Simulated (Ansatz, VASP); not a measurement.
# In: VASP beside Ansatz

```xyz
1
Lattice="-1.6505 1.6505 2.5111 1.6505 -1.6505 2.5111 1.6505 1.6505 -2.5111" Properties=species:S:1:pos:R:3 pbc="T T T"
In    0.0000    0.0000    0.0000
```

Change from the starting cell: strain +0.015 along x and y, +0.015 along z, atoms carried along.

Alike in both runs: task single point; functional PBE; k mesh 20 × 20 × 20; occupations gaussian, width 0.15 eV; no spin polarisation.

```csv
,VASP,Ansatz
version,VASP 6.6.1,Ansatz 0.2.0
potentials or method,"VASP PAW PBE potentials, release 64 (In_d), cutoff 520 eV","scalar-relativistic, plane waves, PAW"
valence electrons in the cell,13,13
```

```csv
,VASP,Ansatz,Ansatz less VASP
gap on the k mesh at the Fermi level (eV),none,none,-
pressure (GPa),0.1,0.2,+0.06
"traceless stress, the component that is largest in VASP (GPa)",-0.20,-0.20,+0.004
```

A gap of «none» marks a metal or a gap that the smearing closes. The functional is the same, so the differences come from potentials, cutoffs and numerics.
